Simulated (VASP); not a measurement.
# AlNi in VASP: notebook

Runs on AlNi. Level: PBE. Tasks: single point.

All numbers are computed with VASP 6.6.1; they aren't measurements. Logs are shortened: lines on timing, memory, paths and dates and some standing lists are left out, and cuts for length are marked.

**1. The cell of the first run**

The cell holds a wire or tube with vacuum around it, 24 atoms: a = 15.100 Å, b = 16.500 Å, c = 3.927 Å, α = 90.00°, β = 90.00°, γ = 90.00°.

**2. Single point, PBE**

File INCAR:

```
PREC = Accurate
ENCUT = 520
EDIFF = 1E-6
ISMEAR = 0
SIGMA = 0.05
LREAL = Auto
LASPH = T
NELM = 80
ALGO = Normal
ISIF = 2
LWAVE = F
LCHARG = F
GGA = PE
NBANDS = 96
```

File KPOINTS:

```
regular mesh
0
Gamma
  1 1 13
```

File POSCAR:

```
AlNi
1.0
   15.1000000000      0.0000000000      0.0000000000
    0.0000000000     16.5000000000      0.0000000000
    0.0000000000      0.0000000000      3.9268574405
Al Ni
12 12
Direct
    0.2893701429      0.7069700293      0.0000000000
    0.2912422157      0.5403754263      0.0000000000
    0.2952427699      0.3669433166      0.0000000000
    0.5667862983      0.7244281686      0.0000000000
    0.5665653871      0.5454854098      0.0000000000
    0.5627484737      0.3641450292      0.0000000000
    0.4332137017      0.7244281686      0.5000000000
    0.4334346129      0.5454854098      0.5000000000
    0.4372515263      0.3641450292      0.5000000000
    0.7106298571      0.7069700293      0.5000000000
    0.7087577843      0.5403754263      0.5000000000
    0.7047572301      0.3669433166      0.5000000000
    0.4354090854      0.6350551297      0.0000000000
    0.4356860968      0.4581568073      0.0000000000
    0.4311190231      0.2809601619      0.0000000000
    0.3079726600      0.6330664447      0.5000000000
    0.3092738260      0.4565176202      0.5000000000
    0.3128117223      0.2878964564      0.5000000000
    0.6920273400      0.6330664447      0.0000000000
    0.6907261740      0.4565176202      0.0000000000
    0.6871882777      0.2878964564      0.0000000000
    0.5645909146      0.6350551297      0.5000000000
    0.5643139032      0.4581568073      0.5000000000
    0.5688809769      0.2809601619      0.5000000000
```

Potentials or basis: VASP PAW PBE potentials, release 64 (Al, Ni).

The run is started by

```bash
> cat potpaw_PBE.64/Al/POTCAR potpaw_PBE.64/Ni/POTCAR > POTCAR
> mpirun -np 1 vasp_std > vasp.out
```

OUTCAR:

```text
PREC = Accurate
   ENCUT = 520
   EDIFF = 1E-6
   ISMEAR = 0
   LREAL = Auto
   LASPH = T
   NELM = 80
   ISIF = 2
   GGA = PE

 ion  position               nearest neighbor table
   1  0.289  0.707  0.000-  16 2.33  16 2.33  13 2.50   2 2.75   7 2.94   7 2.94
   2  0.291  0.540  0.000-  17 2.42  17 2.42  16 2.50  16 2.50  14 2.57  13 2.68   1 2.75   3 2.86
                             8 2.91   8 2.91
   3  0.295  0.367  0.000-  18 2.37  18 2.37  17 2.47  17 2.47  15 2.49  14 2.60   2 2.86   9 2.91
                             9 2.91
   4  0.567  0.724  0.000-  19 2.42  22 2.46  22 2.46  13 2.47   7 2.81   7 2.81  10 2.94  10 2.94
                             5 2.95
   5  0.567  0.545  0.000-  20 2.38  19 2.38  23 2.44  23 2.44  14 2.45  22 2.46  22 2.46  13 2.47
                             8 2.81   8 2.81  11 2.91  11 2.91   4 2.95   6 2.99
   6  0.563  0.364  0.000-  21 2.26  24 2.40  24 2.40  15 2.42  20 2.46  14 2.47  23 2.50  23 2.50
                             9 2.73   9 2.73  12 2.91  12 2.91   5 2.99
   7  0.433  0.724  0.500-  16 2.42  13 2.46  13 2.46  22 2.47   4 2.81   4 2.81   1 2.94   1 2.94
                             8 2.95
   8  0.433  0.545  0.500-  17 2.38  16 2.38  14 2.44  14 2.44  23 2.45  13 2.46  13 2.46  22 2.47
                             5 2.81   5 2.81   2 2.91   2 2.91   7 2.95   9 2.99
   9  0.437  0.364  0.500-  18 2.26  15 2.40  15 2.40  24 2.42  17 2.46  23 2.47  14 2.50  14 2.50
                             6 2.73   6 2.73   3 2.91   3 2.91   8 2.99
[... 13 lines left out ...]
  17  0.309  0.457  0.500-   8 2.38   2 2.42   2 2.42   9 2.46   3 2.47   3 2.47  14 2.74  14 2.74
                            18 2.78  16 2.91
  18  0.313  0.288  0.500-   9 2.26   3 2.37   3 2.37  15 2.66  15 2.66  17 2.78
  19  0.692  0.633  0.000-  10 2.33  10 2.33   5 2.38   4 2.42  11 2.50  11 2.50  22 2.75  22 2.75
                            20 2.91
  20  0.691  0.457  0.000-   5 2.38  11 2.42  11 2.42   6 2.46  12 2.47  12 2.47  23 2.74  23 2.74
                            21 2.78  19 2.91
  21  0.687  0.288  0.000-   6 2.26  12 2.37  12 2.37  24 2.66  24 2.66  20 2.78
  22  0.565  0.635  0.500-   4 2.46   4 2.46   5 2.46   5 2.46   8 2.47   7 2.47  10 2.50  11 2.68
                            19 2.75  19 2.75  13 2.77  13 2.77  23 2.92
  23  0.564  0.458  0.500-   5 2.44   5 2.44   8 2.45   9 2.47   6 2.50   6 2.50  11 2.57  12 2.60
                            20 2.74  20 2.74  14 2.76  14 2.76  22 2.92  24 2.92
  24  0.569  0.281  0.500-   6 2.40   6 2.40   9 2.42  12 2.49  21 2.66  21 2.66  15 2.86  15 2.86
                            23 2.92

  LATTYP: Found a simple orthorhombic cell.
 ALAT       =     3.9268574405
 B/A-ratio  =     3.8453140275
 C/A-ratio  =     4.2018332089

  Lattice vectors:

 A1 = (   0.0000000000,   0.0000000000,   3.9268574405)
 A2 = (  15.1000000000,   0.0000000000,   0.0000000000)
 A3 = (   0.0000000000,  16.5000000000,   0.0000000000)

Analysis of symmetry for initial positions (statically):
=====================================================================
 Subroutine PRICEL returns:
 Original cell was already a primitive cell.
[... 165 lines left out ...]
   ISMEAR =     0;   SIGMA  =   0.05  broadening in eV -4-tet -1-fermi 0-gaus
   EFERMI_NEDOS =   21; number of points for ismear=-14 and -15
   IALGO  =     38    algorithm
   IMIX   =      4    mixing-type and parameters
     AMIX     =   0.40;   BMIX     =  1.00
     AMIX_MAG =   1.60;   BMIX_MAG =  1.00
  volume/ion in A,a.u.               =      40.77       275.10
  Fermi-wavevector in a.u.,A,eV,Ry     =   0.887730  1.677567 10.722275  0.788065
  Thomas-Fermi vector in A             =   2.009067
   LORBIT       =      0    0 simple, 1 ext, 2 COOP (PROOUT), +10 PAW based schemes
   GGA     = PE    functional components
   LHFCALC =     F    Hartree Fock is set to
   AEXX    =    0.0000 exact exchange contribution
   IVDW    =     0    specifies the selected vdW correction
   LEPSILON=     F    determine dielectric tensor
   LRPA    =     F    only Hartree local field effects (RPA)
 non-spin polarized calculation
 Gauss-broadening in eV      SIGMA  =   0.05
  energy-cutoff  :      520.00
  volume of cell :      978.38
 maximum number of plane-waves:     26381
   NGX = 57   NGY = 61   NGZ = 15

 number of electron     156.0000005 magnetization

 Free energy of the ion-electron system (eV)
  ---------------------------------------------------
  ext. energy  EPLUGINS =         0.00000000
  ---------------------------------------------------
  free energy    TOTEN  =      -109.99071874 eV

  energy without entropy =     -109.97775530  energy(sigma->0) =     -109.98423702

 E-fermi :  -0.0072     XC(G=0):  -4.9935

 val. band max:       -0.0925158981   @ k =   0.0000   0.0000   0.3077
 cond. band min:      -0.0067691999   @ k =   0.0000   0.0000   0.1538
 fundamental gap:      0.0857466982
 Fermi energy:        -0.0072263856

 k-point     1 :       0.0000    0.0000    0.0000
  band No.  band energies     occupation
      1     -10.4028      2.00000
      2      -9.2054      2.00000
      3      -9.0021      2.00000
      4      -7.8304      2.00000
      5      -7.4547      2.00000
      6      -7.1908      2.00000
[... 640 lines left out ...]
     89       1.4653      0.00000
     90       2.0956      0.00000
 [bands above 90 left out]

------------------------ aborting loop because EDIFF is reached ----------------------------------------

  FORCE on cell =-STRESS in cart. coord.  units (eV):
  Direction    XX          YY          ZZ          XY          YZ          ZX
  --------------------------------------------------------------------------------------
  -------------------------------------------------------------------------------------
  Total        0.1997496      0.0928257      0.3451777      0.0000000      0.0000000      0.0000000
  in kB        0.3271075      0.1520102      0.5652587      0.0000000      0.0000000      0.0000000
  external PRESSURE =       0.3481255 kB  Pullay stress =       0.0000000 kB

 VOLUME and BASIS-vectors are now :
 -----------------------------------------------------------------------------
  energy-cutoff  :      520.00
  volume of cell :      978.38
      direct lattice vectors                 reciprocal lattice vectors
    15.100000000  0.000000000  0.000000000     0.066225166  0.000000000  0.000000000
     0.000000000 16.500000000  0.000000000     0.000000000  0.060606061  0.000000000
     0.000000000  0.000000000  3.926857441     0.000000000  0.000000000  0.254656558

 POSITION                                       TOTAL-FORCE (eV/Angst)
 -----------------------------------------------------------------------------------
      4.36949     11.66501      0.00000         0.006378      0.008350      0.000000
      4.39776      8.91619      0.00000         0.007194     -0.000885      0.000000
      4.45817      6.05456      0.00000         0.008712      0.009986      0.000000
      8.55847     11.95306      0.00000        -0.004674     -0.001095      0.000000
      8.55514      9.00051      0.00000        -0.000338      0.013513      0.000000
      8.49750      6.00839      0.00000        -0.003581      0.017669      0.000000
[... 16 lines left out ...]
      8.52114      7.55959      1.96343         0.001095     -0.001283      0.000000
      8.59010      4.63584      1.96343         0.003427     -0.012473      0.000000
 -----------------------------------------------------------------------------------
    total drift:                                0.000000     -0.013481     -0.000003

  FREE ENERGIE OF THE ION-ELECTRON SYSTEM (eV)
  ---------------------------------------------------
  free  energy   TOTEN  =      -109.9907187367 eV

  energy  without entropy=     -109.9777553041  energy(sigma->0) =     -109.98423702
```

OSZICAR:

```text
N       E                     dE             d eps       ncg     rms          rms(c)
DAV:   1     0.978536349385E+03    0.97854E+03   -0.59787E+04  1352   0.140E+03
DAV:   2    -0.499623114625E+02   -0.10285E+04   -0.99625E+03  1400   0.330E+02
DAV:   3    -0.126274164252E+03   -0.76312E+02   -0.73386E+02  1480   0.125E+02
DAV:   4    -0.129028812186E+03   -0.27546E+01   -0.27235E+01  1656   0.228E+01
[... 22 lines left out ...]
DAV:  27    -0.109990697523E+03   -0.33575E-04   -0.27279E-06  1016   0.124E-02    0.301E-03
DAV:  28    -0.109990713803E+03   -0.16281E-04   -0.13277E-06   968   0.698E-03    0.249E-03
DAV:  29    -0.109990717294E+03   -0.34913E-05   -0.44040E-07   920   0.251E-03    0.214E-03
DAV:  30    -0.109990718734E+03   -0.14392E-05   -0.10674E-06   928   0.359E-03    0.530E-04
DAV:  31    -0.109990718737E+03   -0.30559E-08   -0.12133E-07   880   0.183E-03
   1 F= -.10999072E+03 E0= -.10998424E+03  d E =-.129634E-01
```

stdout:

```text
POSCAR found type information on POSCAR AlNi
 POSCAR found :  2 types and      24 ions
 scaLAPACK will be used
 LDA part: xc-table for (Slater+PW92), standard interpolation
 POSCAR, INCAR and KPOINTS ok, starting setup
 FFT: planning ... GRIDC
 FFT: planning ... GRID_SOFT
 FFT: planning ... GRID
 WAVECAR not read
 entering main loop
```

Run time: 25 min. Hardware: 1 thread of Intel Xeon Platinum 8488C (Sapphire Rapids), shared host; peak memory 1 GiB.

Results:

```yaml
Free_energy: -109.9907 eV
Largest_force: 0.031 eV/Å
Band_gap_on_the_k_mesh: zero (bands 78 and 79 overlap by 0.34 eV)
```

Forces in eV/Å, atoms in the order of the input:
```
Al   0.006  0.008  0.000
Al   0.007 -0.001  0.000
Al   0.009  0.010  0.000
Al  -0.005 -0.001  0.000
Al   0.000  0.014  0.000
Al  -0.004  0.018  0.000
Al   0.005 -0.001  0.000
Al   0.000  0.014  0.000
Al   0.004  0.018  0.000
Al  -0.006  0.008  0.000
Al  -0.007 -0.001  0.000
Al  -0.009  0.010  0.000
Ni  -0.004 -0.002  0.000
Ni  -0.001 -0.001  0.000
Ni  -0.003 -0.012  0.000
Ni  -0.015 -0.006  0.000
Ni  -0.021 -0.010  0.000
Ni  -0.026 -0.016  0.000
Ni   0.015 -0.006  0.000
Ni   0.021 -0.010  0.000
Ni   0.026 -0.016  0.000
Ni   0.004 -0.002  0.000
Ni   0.001 -0.001  0.000
Ni   0.003 -0.012  0.000
```

Levels at points of the mesh, in eV from the Fermi level:
```tsv
k point	band 74	band 75	band 76	band 77	band 78	band 79	band 80	band 81	band 82	band 83
(0.00, 0.00, 0.00)	-0.43	-0.37	-0.34	0.03	0.14	0.37	0.55	0.86	0.87	1.24
```

Spin polarisation is off, so any magnetic state and its effect on volume and gap are missing.

**3. Single point, PBE**

This run uses another cell than the first one.

File INCAR:

```
SYSTEM = AlNi
PREC     = Accurate       ! precision mode
ENCUT    = 520            ! plane-wave cutoff, eV
EDIFF    = 1E-7           ! SCF threshold, eV
ISMEAR   = 0              ! smearing method
SIGMA    = 0.05           ! smearing width, eV
LREAL    = Auto         
LASPH    = .TRUE.         ! aspherical terms in the spheres
NELM     = 80             ! most SCF steps
ALGO     = Normal         ! electronic algorithm
ISIF     = 2              ! what is computed and relaxed
LWAVE    = .FALSE.        ! write WAVECAR
LCHARG   = .TRUE.         ! write CHGCAR
GGA      = PE             ! functional
LELF     = .TRUE.         ! ELF
LVHAR    = .TRUE.       
NBANDS   = 96             ! bands
```

File KPOINTS:

```
regular mesh
0
G
  1 1 13
  0 0 0
```

File POSCAR:

```
AlNi
1.0
   15.1000000000      0.0000000000      0.0000000000
    0.0000000000     16.5000000000      0.0000000000
    0.0000000000      0.0000000000      4.0914379709
Al Ni
12 12
Direct
    0.2967828822      0.7191729950      0.0000000000
    0.2967828822      0.5438345990      0.0000000000
    0.2967828822      0.3684962030      0.0000000000
    0.5677390393      0.7191729950      0.0000000000
    0.5677390393      0.5438345990      0.0000000000
    0.5677390393      0.3684962030      0.0000000000
    0.4322609607      0.7191729950      0.5000000000
    0.4322609607      0.5438345990      0.5000000000
    0.4322609607      0.3684962030      0.5000000000
    0.7032171178      0.7191729950      0.5000000000
    0.7032171178      0.5438345990      0.5000000000
    0.7032171178      0.3684962030      0.5000000000
    0.4322609607      0.6315037970      0.0000000000
    0.4322609607      0.4561654010      0.0000000000
    0.4322609607      0.2808270050      0.0000000000
    0.2967828822      0.6315037970      0.5000000000
    0.2967828822      0.4561654010      0.5000000000
    0.2967828822      0.2808270050      0.5000000000
    0.7032171178      0.6315037970      0.0000000000
    0.7032171178      0.4561654010      0.0000000000
    0.7032171178      0.2808270050      0.0000000000
    0.5677390393      0.6315037970      0.5000000000
    0.5677390393      0.4561654010      0.5000000000
    0.5677390393      0.2808270050      0.5000000000
```

Potentials or basis: VASP PAW PBE potentials, release 64 (Al, Ni).

The run is started by

```bash
> cat potpaw_PBE.64/Al/POTCAR potpaw_PBE.64/Ni/POTCAR > POTCAR
> mpirun -np 1 vasp_std > vasp.out
```

Run time: 28 min. Hardware: 1 thread of Intel Xeon Platinum 8488C (Sapphire Rapids), shared host; peak memory 1.1 GiB.

It converged, with:

* Free energy: -108.5957 eV
* Largest force: 1.669 eV/Å
* Band gap on the k mesh: zero (bands 78 and 79 overlap by 0.30 eV)

Forces on the atoms (eV/Å):
```
Al   0.126 -0.763  0.000
Al  -0.451 -0.128  0.000
Al  -0.096 -0.559  0.000
Al   0.098 -0.275  0.000
Al   0.334 -0.009  0.000
Al   0.294 -0.962  0.000
Al  -0.098 -0.275  0.000
Al  -0.334 -0.009  0.000
Al  -0.294 -0.962  0.000
Al  -0.126 -0.763  0.000
Al   0.451 -0.128  0.000
Al   0.096 -0.559  0.000
Ni   0.297  0.097  0.000
Ni   0.289  0.240  0.000
Ni   0.024  0.639  0.000
Ni   0.721  0.270  0.000
Ni   0.655  0.161  0.000
Ni   1.059  1.290  0.000
Ni  -0.721  0.270  0.000
Ni  -0.655  0.161  0.000
Ni  -1.059  1.290  0.000
Ni  -0.297  0.097  0.000
Ni  -0.289  0.240  0.000
Ni  -0.024  0.639  0.000
```

Levels at points of the mesh, in eV from the Fermi level:
| k point | band 76 | band 77 | band 78 | band 79 | band 80 | band 81 |
| --- | --- | --- | --- | --- | --- | --- |
| (0.00, 0.00, 0.00) | -0.27 | 0.08 | 0.17 | 0.51 | 0.62 | 0.63 |

Spin polarisation is off, so any magnetic state and its effect on volume and gap are missing.
